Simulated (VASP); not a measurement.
# C (I4_1/amd) in VASP: a series of runs

The runs below take C through single point, with PBEsol.

All numbers are computed with VASP 6.6.1; they aren't measurements. Logs are shortened: lines on timing, memory, paths and dates and some standing lists are left out, and cuts for length are marked.

### 1 The cell of the first run

It takes space group I4_1/amd (No. 141, tetragonal). The conventional cell has a = 2.522 Å, b = 2.522 Å, c = 3.424 Å, α = 90.00°, β = 90.00°, γ = 90.00°. C (site symmetry -4m2) has 4 C at 1.52 Å within 2.0 Å.

### 2 Single point, PBEsol

Input file INCAR:

```
ALGO = Normal
EDIFF = 1E-6
ENCUT = 600
GGA = PS
GGA_COMPAT = False
ISIF = 2
ISMEAR = -1
LASPH = True
LCHARG = False
LREAL = False
LWAVE = False
NBANDS = 11
NELM = 120
PREC = Accurate
SIGMA = 0.05
```

Input file KPOINTS:

```
k-points
0
Gamma
  11 11 11
```

Input file POSCAR:

```
C
1.0
    0.0000000000      1.7833700000      1.7120352000
    1.7833700000      0.0000000000      1.7120352000
    1.7833700000      1.7833700000      0.0000000000
C
2
Direct
    0.7500000000      0.7500000000      0.7500000000
    0.5000000000      0.5000000000      0.5000000000
```

Potentials or basis: VASP PAW PBE potentials, release 64 (C).

Launch:

```bash
$ cat potpaw_PBE.64/C/POTCAR > POTCAR
$ mpirun -np 1 vasp_std > vasp.out
```

OUTCAR:

```text
EDIFF = 1E-6
   ENCUT = 600
   GGA = PS
   ISIF = 2
   ISMEAR = -1
   LASPH = True
   LREAL = False
   NELM = 120
   PREC = Accurate

 ion  position               nearest neighbor table
   1  0.750  0.750  0.750-   2 1.52   2 1.52   2 1.52   2 1.52
   2  0.500  0.500  0.500-   1 1.52   1 1.52   1 1.52   1 1.52

  LATTYP: Found a body centered tetragonal cell.
 ALAT       =     2.5220660407
 C/A-ratio  =     1.3576450199

  Lattice vectors:

 A1 = (   0.0000000000,  -1.7833700000,  -1.7120352000)
 A2 = (   0.0000000000,   1.7833700000,  -1.7120352000)
 A3 = (   1.7833700000,   0.0000000000,   1.7120352000)

Analysis of symmetry for initial positions (statically):
=====================================================================
 Subroutine PRICEL returns:
 Original cell was already a primitive cell.

 Routine SETGRP: Setting up the symmetry group for a
 body centered tetragonal supercell.

 Subroutine GETGRP returns: Found 16 space group operations
 (whereof  8 operations were pure point group operations)
 out of a pool of 16 trial point group operations.

The static configuration has the point symmetry D_2d.
 The point group associated with its full space group is D_4h.

Analysis of symmetry for dynamics (positions and initial velocities):
=====================================================================
 Subroutine PRICEL returns:
 Original cell was already a primitive cell.

 Routine SETGRP: Setting up the symmetry group for a
 body centered tetragonal supercell.

 Subroutine GETGRP returns: Found 16 space group operations
 (whereof  8 operations were pure point group operations)
 out of a pool of 16 trial point group operations.

The dynamic configuration has the point symmetry D_2d.
 The point group associated with its full space group is D_4h.

 Subroutine INISYM returns: Found 16 space group operations
 (whereof  8 operations are pure point group operations),
 and found     1 'primitive' translations

----------------------------------------------------------------------------------------

                                     Primitive cell

  volume of cell :      10.8899

  direct lattice vectors                    reciprocal lattice vectors
     0.000000000  1.783370000  1.712035200    -0.280368067  0.280368067  0.292050070
     1.783370000  0.000000000  1.712035200     0.280368067 -0.280368067  0.292050070
     1.783370000  1.783370000  0.000000000     0.280368067  0.280368067 -0.292050070

  length of vectors
     2.472139374  2.472139374  2.522066041     0.492448728  0.492448728  0.492448728

  position of ions in fractional coordinates (direct lattice)
     0.750000000  0.750000000  0.750000000
     0.500000000  0.500000000  0.500000000

  ion indices of the primitive-cell ions
   primitive index   ion index
                 1           1
                 2           2

----------------------------------------------------------------------------------------

 KPOINTS: k-points

Automatic generation of k-mesh.
 Grid dimensions read from file:
 generate k-points for:   11   11   11

 Generating k-lattice:

  Cartesian coordinates                     Fractional coordinates (reciprocal lattice)
    -0.025488006  0.025488006  0.026550006     0.090909091  0.000000000  0.000000000
     0.025488006 -0.025488006  0.026550006     0.000000000  0.090909091  0.000000000
     0.025488006  0.025488006 -0.026550006     0.000000000  0.000000000  0.090909091

  Length of vectors
     0.044768066  0.044768066  0.044768066

  Shift w.r.t. Gamma in fractional coordinates (k-lattice)
     0.000000000  0.000000000  0.000000000

 Subroutine IBZKPT returns following result:
 ===========================================

 Found    126 irreducible k-points:

 Following reciprocal coordinates:
            Coordinates               Weight
  0.000000  0.000000  0.000000      1.000000
  0.090909  0.000000  0.000000      8.000000
  0.181818  0.000000  0.000000      8.000000
  0.272727  0.000000  0.000000      8.000000
  0.363636 -0.000000  0.000000      8.000000
  0.454545  0.000000  0.000000      8.000000
[... 16 lines left out ...]
 -0.272727  0.181818  0.000000      8.000000
 -0.181818  0.181818  0.000000      4.000000
 [... further k-points ...]
   k-points           NKPTS =    126   k-points in BZ     NKDIM =    126   number of bands    NBANDS=     11
   number of dos      NEDOS =    301   number of ions     NIONS =      2
   total plane-waves  NPLWV =   8000
   dimension x,y,z NGX =    20 NGY =   20 NGZ =   20
   dimension x,y,z NGXF=    40 NGYF=   40 NGZF=   40
   ions per type =               2
   NGX,Y,Z   is equivalent  to a cutoff of  13.45, 13.45, 13.18 a.u.
   NGXF,Y,Z  is equivalent  to a cutoff of  26.90, 26.90, 26.37 a.u.
 SYSTEM =  unknown system
   PREC   = accura    normal or accurate (medium, high low for compatibility)
   ISTART =      0    job   : 0-new  1-cont  2-samecut
   ICHARG =      2    charge: 1-file 2-atom 10-const
   ISPIN  =      1    spin polarized calculation?
   LNONCOLLINEAR =      F non collinear calculations
   LSORBIT =      F    spin-orbit coupling
   LASPH  =      T    aspherical Exc in radial PAW
   ENCUT  =  600.0 eV  44.10 Ry    6.64 a.u.   4.94  4.94  5.04*2*pi/ulx,y,z
   NELM   =    120;   NELMIN=  2; NELMDL= -5     # of ELM steps
   EDIFF  = 0.1E-05   stopping-criterion for ELM
   LREAL  =      F    real-space projection
   EDIFFG = 0.1E-04   stopping-criterion for IOM
   NSW    =      0    number of steps for IOM
   IBRION =     -1    ionic relax: 0-MD 1-quasi-New 2-CG
   NFREE  =      0    steps in history (QN), initial steepest desc. (CG)
   ISIF   =      2    stress and relaxation
   ISYM   =      2    0-nonsym 1-usesym 2-fastsym
   POTIM  = 0.5000    time-step for ionic-motion
   TEBEG  =    0.0;   TEEND  =   0.0 temperature during run
   PSTRESS=    0.0 pullay stress
   NELECT =       8.0000    total number of electrons
   NUPDOWN=      -1.0000    fix difference up-down
   EMIN   =  10.00;   EMAX   =-10.00  energy-range for DOS
   EFERMI =   0.00;   METHOD = LEGACY
   ISMEAR =    -1;   SIGMA  =   0.05  broadening in eV -4-tet -1-fermi 0-gaus
   EFERMI_NEDOS =   21; number of points for ismear=-14 and -15
   IALGO  =     38    algorithm
   IMIX   =      4    mixing-type and parameters
     AMIX     =   0.40;   BMIX     =  1.00
     AMIX_MAG =   1.60;   BMIX_MAG =  1.00
  volume/ion in A,a.u.               =       5.44        36.74
  Fermi-wavevector in a.u.,A,eV,Ry     =   1.477167  2.791441 29.688220  2.182023
  Thomas-Fermi vector in A             =   2.591604
   LORBIT       =      0    0 simple, 1 ext, 2 COOP (PROOUT), +10 PAW based schemes
   GGA     = PS    functional components
   LHFCALC =     F    Hartree Fock is set to
   AEXX    =    0.0000 exact exchange contribution
   IVDW    =     0    specifies the selected vdW correction
   LEPSILON=     F    determine dielectric tensor
   LRPA    =     F    only Hartree local field effects (RPA)
 non-spin polarized calculation
  energy-cutoff  :      600.00
  volume of cell :       10.89
 maximum number of plane-waves:       378
   NGX =  9   NGY =  9   NGZ =  9

 number of electron       7.9999999 magnetization

 Free energy of the ion-electron system (eV)
  ---------------------------------------------------
  ext. energy  EPLUGINS =         0.00000000
  ---------------------------------------------------
  free energy    TOTEN  =       -19.20218834 eV

  energy without entropy =      -19.20218834  energy(sigma->0) =      -19.20218834

 E-fermi :  11.5413     XC(G=0): -13.6372

 val. band max:       10.7132876067   @ k =   0.0000   0.0000   0.0000
 cond. band min:      13.7488876905   @ k =   0.3636   0.3636   0.0000
 fundamental gap:      3.0356000838
 Fermi energy:        11.5413116452

 k-point     1 :       0.0000    0.0000    0.0000
  band No.  band energies     occupation
      1     -11.7681      2.00000
      2      10.1079      2.00000
      3      10.1079      2.00000
      4      10.7133      2.00000
      5      15.6398      0.00000
      6      16.1479      0.00000
      7      16.1479      0.00000
      8      24.5978      0.00000
      9      29.8218      0.00000
     10      36.1461      0.00000
     11      37.2794      0.00000

 k-point     2 :       0.0909    0.0000    0.0000
  band No.  band energies     occupation
      1     -11.5321      2.00000
      2       8.7898      2.00000
      3       9.6975      2.00000
      4      10.1683      2.00000
      5      16.1954      0.00000
      6      16.6510      0.00000
      7      16.9969      0.00000
      8      24.7450      0.00000
      9      30.2076      0.00000
     10      33.9684      0.00000
     11      35.0301      0.00000

 k-point     3 :       0.1818    0.0000    0.0000
  band No.  band energies     occupation
      1     -10.8270      2.00000
      2       5.8926      2.00000
      3       8.8407      2.00000
      4       9.3539      2.00000
      5      17.2283      0.00000
      6      17.6500      0.00000
      7      18.3320      0.00000
      8      25.1525      0.00000
      9      30.9208      0.00000
     10      32.5780      0.00000
     11      33.4291      0.00000

 k-point     4 :       0.2727    0.0000    0.0000
  band No.  band energies     occupation
      1      -9.6642      2.00000
      2       2.6987      2.00000
      3       8.0019      2.00000
      4       8.6052      2.00000
      5      18.0476      0.00000
      6      18.4002      0.00000
      7      19.3383      0.00000
      8      25.6697      0.00000
      9      31.2527      0.00000
     10      32.7529      0.00000
     11      33.3037      0.00000
[... 239 lines left out ...]
 k-point    22 :      -0.3636    0.1818    0.0000
  band No.  band energies     occupation
      1      -6.1823      2.00000
      2      -1.2777      2.00000
      3       4.4752      2.00000
      4       6.3793      2.00000
      5      17.4709      0.00000
      6      20.6463      0.00000
      7      22.6764      0.00000
      8      26.0595      0.00000
      9      29.4494      0.00000
     10      33.0499      0.00000
     11      35.5729      0.00000

 k-point    23 :      -0.2727    0.1818    0.0000
  band No.  band energies     occupation
      1      -7.9436      2.00000
      2       1.4365      2.00000
      3       4.3823      2.00000
      4       7.2605      2.00000
      5      18.1181      0.00000
      6      19.7704      0.00000
      7      22.2527      0.00000
      8      25.0587      0.00000
      9      30.6302      0.00000
     10      30.8116      0.00000
     11      34.9303      0.00000

 k-point    24 :      -0.1818    0.1818    0.0000
  band No.  band energies     occupation
      1      -9.3481      2.00000
      2       3.9944      2.00000
      3       5.0287      2.00000
      4       8.2327      2.00000
      5      18.5566      0.00000
      6      18.6076      0.00000
      7      20.9769      0.00000
      8      24.5960      0.00000
      9      30.0311      0.00000
     10      31.4609      0.00000
     11      33.8012      0.00000

 [... further k-points ...]
[... 5 lines left out ...]
  --------------------------------------------------------------------------------------
  -------------------------------------------------------------------------------------
  Total        0.1553661      0.1553661      2.7028702      0.0000000      0.0000000     -0.0000000
  in kB       22.8581612     22.8581612    397.6584082      0.0000000      0.0000000     -0.0000000
  external PRESSURE =     147.7915768 kB  Pullay stress =       0.0000000 kB

 VOLUME and BASIS-vectors are now :
 -----------------------------------------------------------------------------
  energy-cutoff  :      600.00
  volume of cell :       10.89
      direct lattice vectors                 reciprocal lattice vectors
     0.000000000  1.783370000  1.712035200    -0.280368067  0.280368067  0.292050070
     1.783370000  0.000000000  1.712035200     0.280368067 -0.280368067  0.292050070
     1.783370000  1.783370000  0.000000000     0.280368067  0.280368067 -0.292050070

 POSITION                                       TOTAL-FORCE (eV/Angst)
 -----------------------------------------------------------------------------------
      2.67505      2.67505      2.56805         0.000000      0.000000     -0.000000
      1.78337      1.78337      1.71204        -0.000000     -0.000000      0.000000
 -----------------------------------------------------------------------------------
    total drift:                                0.000000     -0.000000      0.000000

  FREE ENERGIE OF THE ION-ELECTRON SYSTEM (eV)
  ---------------------------------------------------
  free  energy   TOTEN  =       -19.2021883395 eV

  energy  without entropy=      -19.2021883394  energy(sigma->0) =      -19.20218834
```

Run time: 11 s. Hardware: 1 thread of Intel Xeon Platinum 8259CL at 2.50GHz (Skylake/Cascade Lake), shared host; peak memory 0.13 GiB.

What came out:

```yaml
Free_energy: -19.2022 eV
Pressure: 14.8 GPa
Band_gap_on_the_k_mesh: 3.04 eV, indirect (least direct gap 4.93 eV)
```

Stress tensor (GPa, compression positive):
```
 2.29  0.00  0.00
 0.00  2.29  0.00
 0.00  0.00 39.77
```

Caveat: the PAW data sets were made with another functional, which shifts forces and pressure a little. A k mesh can miss the band edges.

### 3 Single point, PBEsol

This run uses another cell than the first one, of 5.56 Å³/atom, 1.021 times its volume.

Input file INCAR:

```
SYSTEM = C
PREC = Accurate
ENCUT = 600
EDIFF = 1E-6
ISMEAR = -1
SIGMA = 0.05
LREAL = .False.
LASPH = .True.
NELM = 120
ALGO = Normal
ISIF = 2
LWAVE = .False.
LCHARG = .False.
GGA = PS
NBANDS = 11
GGA_COMPAT = .False.
```

Input file KPOINTS:

```
Automatic mesh
0
Gamma
  11 11 11
  0 0 0
```

Input file POSCAR:

```
C
1.0
    0.0000000000      1.7833700000      1.7477026000
    1.7833700000      0.0000000000      1.7477026000
    1.7833700000      1.7833700000      0.0000000000
C
2
Direct
    0.7500000000      0.7500000000      0.7500000000
    0.5000000000      0.5000000000      0.5000000000
```

Potentials or basis: VASP PAW PBE potentials, release 64 (C).

Launch:

```bash
$ cat potpaw_PBE.64/C/POTCAR > POTCAR
$ mpirun -np 1 vasp_std > vasp.out
```

It took 11 s on 1 thread of Intel Xeon Platinum 8259CL at 2.50GHz (Skylake/Cascade Lake), shared host; peak memory 0.12 GiB.

The run converged. Its results:

```yaml
Free_energy: -19.2434 eV
Pressure: 4.7 GPa
Band_gap_on_the_k_mesh: 3.53 eV, indirect (least direct gap 5.23 eV)
```

Stress tensor (GPa, compression positive):
```
-1.46  0.00  0.00
 0.00 -1.46  0.00
 0.00  0.00 17.12
```

Levels at points of the mesh, in eV from the valence-band top:
```
           k point  band 1  band 2  band 3  band 4  band 5  band 6  band 7  band 8  band 9
(0.00, 0.00, 0.00)  -22.00   -0.30   -0.30    0.00    5.23    5.48    5.48   13.62   19.02
```

Caveat: the PAW data sets were made with another functional, which shifts forces and pressure a little.

### 4 Single point, PBEsol

This run uses another cell than the first one, of 5.62 Å³/atom, 1.031 times its volume.

Input file INCAR:

```
SYSTEM = C
  ALGO = Normal
  EDIFF = 1E-6
  ENCUT = 600
  GGA = PS
  GGA_COMPAT = .False.
  ISIF = 2
  ISMEAR = -1
  LASPH = .True.
  LCHARG = .False.
  LREAL = .False.
  LWAVE = .False.
  NBANDS = 11
  NELM = 120
  PREC = Accurate
  SIGMA = 0.05
```

Input file KPOINTS:

```
k-points
0
Gamma
  11 11 11
  0 0 0
```

Input file POSCAR:

```
C
1.0
    0.0000000000      1.7833700000      1.7655363000
    1.7833700000      0.0000000000      1.7655363000
    1.7833700000      1.7833700000      0.0000000000
C
2
Direct
    0.7500000000      0.7500000000      0.7500000000
    0.5000000000      0.5000000000      0.5000000000
```

Launch:

```bash
$ cat potpaw_PBE.64/C/POTCAR > POTCAR
$ mpirun -np 1 vasp_std > vasp.out
```

Wall time 11 s (1 thread of Intel Xeon Platinum 8259CL at 2.50GHz (Skylake/Cascade Lake), shared host); peak memory 0.12 GiB.

It converged, with:

```yaml
Free_energy: -19.2521 eV
Pressure: 0.1 GPa
Band_gap_on_the_k_mesh: 3.77 eV, indirect (least direct gap 5.39 eV)
```

Stress tensor (GPa, compression positive):
```
-3.02  0.00  0.00
 0.00 -3.02  0.00
 0.00  0.00  6.22
```

Levels at points of the mesh, in eV from the valence-band top:
| k point | band 1 | band 2 | band 3 | band 4 | band 5 | band 6 | band 7 | band 8 | band 9 |
| --- | --- | --- | --- | --- | --- | --- | --- | --- | --- |
| (0.00, 0.00, 0.00) | -21.76 | -0.15 | -0.15 | 0.00 | 5.39 | 5.51 | 5.51 | 13.50 | 18.99 |

Caveat: the PAW data sets were made with another functional, which shifts forces and pressure a little.

(Part 1 of 2 ends here.)
